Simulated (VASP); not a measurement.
# MnO (P6_3mc) in VASP: single point with PBE+U

Aim: the single point of MnO with PBE+U.

Everything below comes from runs of VASP 6.6.1. Logs are shortened: lines on timing, memory, paths and dates and some standing lists are left out, and cuts for length are marked.

**1. The cell of the first run**

It takes space group P6_3mc (No. 186, hexagonal). Conventional cell: a = 3.372 Å, b = 3.372 Å, c = 5.386 Å, α = 90.00°, β = 90.00°, γ = 120.00°. Mn (site symmetry 3m) has 4 O at 1.96 to 2.08 Å within 2.6 Å. O (site symmetry 3m) has 4 Mn at 1.96 to 2.08 Å within 2.6 Å.

**2. Single point, PBE+U, collinear spin, ferromagnetic start**

File INCAR:

```
PREC     = Accurate       # precision mode
ENCUT    = 520            # plane-wave cutoff, eV
EDIFF    = 1E-6           # SCF threshold, eV
ISMEAR   = 0              # smearing method
SIGMA    = 0.05           # smearing width, eV
LREAL    = False          # projectors in reciprocal space
LASPH    = True           # aspherical terms in the spheres
NELM     = 150            # most SCF steps
ALGO     = Normal         # electronic algorithm
ISIF     = 2              # what is computed and relaxed
LWAVE    = False          # write WAVECAR
LCHARG   = False          # write CHGCAR
ISPIN    = 2              # spin polarisation
MAGMOM   = 4 4 0 0        # initial moments
LORBIT   = 11             # projections on sites
LMAXMIX  = 4              # l up to which the mixer works
LDAU     = True           # DFT+U
LDAUTYPE = 2            
LDAUL    = 2 -1           # shell
LDAUU    = 3.9 0          # U, eV
LDAUJ    = 0 0          
LDAUPRINT= 1            
GGA      = PE             # functional
NBANDS   = 31             # bands
```

File KPOINTS:

```
regular mesh
0
Gamma
  9 9 6
```

File POSCAR:

```
MnO
1.0
    3.3717000000      0.0000000000      0.0000000000
   -1.6858500000      2.9199778539      0.0000000000
    0.0000000000      0.0000000000      5.3855000000
Mn O
2 2
Direct
    0.3333333333      0.6666666667      0.0109600000
    0.6666666667      0.3333333333      0.5109600000
    0.3333333333      0.6666666667      0.3754700000
    0.6666666667      0.3333333333      0.8754700000
```

Potentials or basis: VASP PAW PBE potentials, release 64 (Mn_pv, O).

Launch:

```sh
$ cat potpaw_PBE.64/Mn_pv/POTCAR potpaw_PBE.64/O/POTCAR > POTCAR
$ mpirun -np 1 vasp_std > vasp.out
```

OUTCAR:

```text
PREC = Accurate
   ENCUT = 520
   EDIFF = 1E-6
   ISMEAR = 0
   LREAL = False
   LASPH = True
   NELM = 150
   ISIF = 2
   ISPIN = 2
   LORBIT = 11
   GGA = PE

 ion  position               nearest neighbor table
   1  0.333  0.667  0.011-   3 1.96   4 2.08   4 2.08   4 2.08
   2  0.667  0.333  0.511-   4 1.96   3 2.08   3 2.08   3 2.08
   3  0.333  0.667  0.375-   1 1.96   2 2.08   2 2.08   2 2.08
   4  0.667  0.333  0.875-   2 1.96   1 2.08   1 2.08   1 2.08

  LATTYP: Found a hexagonal cell.
 ALAT       =     3.3717000000
 C/A-ratio  =     1.5972654744

  Lattice vectors:

 A1 = (   3.3717000000,   0.0000000000,   0.0000000000)
 A2 = (  -1.6858500000,   2.9199778539,   0.0000000000)
 A3 = (   0.0000000000,   0.0000000000,   5.3855000000)

Analysis of symmetry for initial positions (statically):
=====================================================================
 Subroutine PRICEL returns:
 Original cell was already a primitive cell.

 Routine SETGRP: Setting up the symmetry group for a
 hexagonal supercell.

 Subroutine GETGRP returns: Found 12 space group operations
 (whereof  6 operations were pure point group operations)
 out of a pool of 24 trial point group operations.

The static configuration has the point symmetry C_3v.
 The point group associated with its full space group is C_6v.

Analysis of symmetry for dynamics (positions and initial velocities):
=====================================================================
 Subroutine PRICEL returns:
 Original cell was already a primitive cell.

 Routine SETGRP: Setting up the symmetry group for a
 hexagonal supercell.

 Subroutine GETGRP returns: Found 12 space group operations
 (whereof  6 operations were pure point group operations)
 out of a pool of 24 trial point group operations.

The dynamic configuration has the point symmetry C_3v.
 The point group associated with its full space group is C_6v.
[... 219 lines left out ...]
  o =  0.0232  v =  0.0000  0.0000  0.0000  0.0000  0.0000  0.6509  0.0000  0.0000  0.7591  0.0000      0.0000  0.0000  0.0000  0.0000  0.0000  0.0000  0.0000  0.0000  0.0000  0.0000
  o =  0.0596  v =  0.0000  0.0000  0.0000  0.0000  0.0000  0.0000 -0.6509  0.0000 -0.0000  0.7591      0.0000  0.0000  0.0000  0.0000  0.0000  0.0000  0.0000  0.0000  0.0000  0.0000
  o =  0.0596  v =  0.0000  0.0000  0.0000  0.0000  0.0000 -0.7591  0.0000  0.0000  0.6509  0.0000      0.0000  0.0000  0.0000  0.0000  0.0000  0.0000  0.0000  0.0000  0.0000  0.0000
  o =  0.0745  v =  0.0000  0.0000  0.0000  0.0000  0.0000  0.0000 -0.0000 -1.0000  0.0000  0.0000      0.0000  0.0000  0.0000  0.0000  0.0000  0.0000  0.0000  0.0000  0.0000  0.0000
  o =  0.9455  v =  0.0000  0.5312  0.0000  0.0000  0.8473  0.0000  0.0000  0.0000  0.0000  0.0000      0.0000  0.0000  0.0000  0.0000  0.0000  0.0000  0.0000  0.0000  0.0000  0.0000
  o =  0.9455  v = -0.8473  0.0000 -0.0000 -0.5312  0.0000  0.0000  0.0000  0.0000  0.0000  0.0000      0.0000  0.0000  0.0000  0.0000  0.0000  0.0000  0.0000  0.0000  0.0000  0.0000
  o =  0.9480  v =  0.0000  0.0000 -1.0000  0.0000  0.0000  0.0000  0.0000  0.0000  0.0000  0.0000      0.0000  0.0000  0.0000  0.0000  0.0000  0.0000  0.0000  0.0000  0.0000  0.0000
  o =  0.9512  v =  0.0000 -0.8473 -0.0000 -0.0000  0.5312  0.0000  0.0000  0.0000  0.0000  0.0000      0.0000  0.0000  0.0000  0.0000  0.0000  0.0000  0.0000  0.0000  0.0000  0.0000
  o =  0.9512  v = -0.5312 -0.0000  0.0000  0.8473  0.0000  0.0000  0.0000  0.0000  0.0000  0.0000      0.0000  0.0000  0.0000  0.0000  0.0000  0.0000  0.0000  0.0000  0.0000  0.0000

 number of electron      38.0000000 magnetization       9.9999240

 Free energy of the ion-electron system (eV)
  ---------------------------------------------------
  ext. energy  EPLUGINS =         0.00000000
  ---------------------------------------------------
  free energy    TOTEN  =       -30.64689459 eV

  energy without entropy =      -30.64686812  energy(sigma->0) =      -30.64688136

 E-fermi :   5.2303     XC(G=0): -10.5339

 val. band max:        5.1520591180   @ k =   0.0000   0.0000   0.0000
 cond. band min:       5.2797995867   @ k =   0.0000   0.0000   0.0000
 fundamental gap:      0.1277404686
 Fermi energy:         5.2302562277

 spin component 1

 k-point     1 :       0.0000    0.0000    0.0000
  band No.  band energies     occupation
      1     -44.6050      1.00000
      2     -44.6050      1.00000
      3     -44.6002      1.00000
      4     -44.5991      1.00000
      5     -44.5991      1.00000
      6     -44.5630      1.00000
[... 1625 lines left out ...]
     30      16.8108      0.00000
     31      17.4488      0.00000

 [... further k-points ...]
[... 5 lines left out ...]
  --------------------------------------------------------------------------------------
  -------------------------------------------------------------------------------------
  Total        2.4686288      2.4686288      5.8043344      0.0000000      0.0000000      0.0000000
  in kB       74.5953668     74.5953668    175.3914811      0.0000000      0.0000000      0.0000000
  external PRESSURE =     108.1940715 kB  Pullay stress =       0.0000000 kB

 VOLUME and BASIS-vectors are now :
 -----------------------------------------------------------------------------
  energy-cutoff  :      520.00
  volume of cell :       53.02
      direct lattice vectors                 reciprocal lattice vectors
     3.371700000  0.000000000  0.000000000     0.296586292  0.171234175  0.000000000
    -1.685850000  2.919977854  0.000000000     0.000000000  0.342468351  0.000000000
     0.000000000  0.000000000  5.385500000     0.000000000  0.000000000  0.185683781

 POSITION                                       TOTAL-FORCE (eV/Angst)
 -----------------------------------------------------------------------------------
     -0.00000      1.94665      0.05903         0.000000      0.000000     -0.894072
      1.68585      0.97333      2.75178        -0.000000     -0.000000     -0.894072
     -0.00000      1.94665      2.02209         0.000000     -0.000000      0.894072
      1.68585      0.97333      4.71484         0.000000      0.000000      0.894072
 -----------------------------------------------------------------------------------
    total drift:                               -0.000000     -0.000000      0.001283

  FREE ENERGIE OF THE ION-ELECTRON SYSTEM (eV)
  ---------------------------------------------------
  free  energy   TOTEN  =       -30.6468945942 eV

  energy  without entropy=      -30.6468681226  energy(sigma->0) =      -30.64688136

 total charge

# of ion       s       p       d       tot
------------------------------------------
    1        0.244   6.234   4.960  11.438
    2        0.244   6.234   4.960  11.438
    3        1.553   3.487   0.000   5.040
    4        1.553   3.487   0.000   5.040
--------------------------------------------------
tot          3.594  19.442   9.920  32.956

 magnetization (x)

# of ion       s       p       d       tot
------------------------------------------
    1        0.036   0.057   4.491   4.585
    2        0.036   0.057   4.491   4.585
    3        0.014   0.103   0.000   0.116
    4        0.014   0.103   0.000   0.116
--------------------------------------------------
tot          0.100   0.319   8.983   9.402
```

Wall time 2.3 min (1 thread of AMD EPYC 7R13 (Zen 3), shared host); peak memory 0.23 GiB.

Results:

```yaml
Free_energy: -30.6469 eV
Pressure: 10.8 GPa
Largest_force: 0.894 eV/Å
Band_gap_on_the_k_mesh: 0.13 eV, direct
Net_moment: 10.00 μB per cell
Site_moments: Mn +4.58; O +0.12 μB
Valence_electrons_inside_the_program's_atomic_spheres: Mn 11.44; O 5.04
```

Forces in eV/Å, atoms in the order of the input:
```
Mn   0.000  0.000 -0.894
Mn   0.000  0.000 -0.894
O    0.000  0.000  0.894
O    0.000  0.000  0.894
```

Levels at points of the mesh, in eV from the valence-band top:
Spin up:
| k point | band 20 | band 21 | band 22 | band 23 | band 24 | band 25 | band 26 | band 27 | band 28 | band 29 |
| --- | --- | --- | --- | --- | --- | --- | --- | --- | --- | --- |
| (0.00, 0.00, 0.00) | -1.08 | -1.08 | -0.62 | 0.00 | 0.00 | 0.13 | 4.56 | 6.38 | 12.24 | 12.24 |
| (0.00, 0.00, 0.50) | -1.66 | -0.54 | -0.54 | -0.54 | -0.54 | 2.04 | 2.04 | 9.21 | 9.21 | 12.37 |
Spin down:
```tsv
k point	band 11	band 12	band 13	band 14	band 15	band 16	band 17	band 18
(0.00, 0.00, 0.00)	-3.76	-3.76	-3.65	-3.65	0.65	3.19	3.47	3.47
(0.00, 0.00, 0.50)	-3.71	-3.71	-3.71	-3.71	2.56	2.56	4.03	4.03
```

Eigenvalues of the final occupation matrices:
```
    site  spin  trace               eigenvalues
site 1 d     1   4.74  0.95 0.95 0.95 0.95 0.95
site 1 d     2   0.24  0.02 0.02 0.06 0.06 0.07
site 2 d     1   4.74  0.95 0.95 0.95 0.95 0.95
site 2 d     2   0.24  0.02 0.02 0.06 0.06 0.07
```

Caveat: only a ferromagnetic start was run, and an antiferromagnetic order may lie lower in energy. The state reached can hang on the start; a lower one may exist.
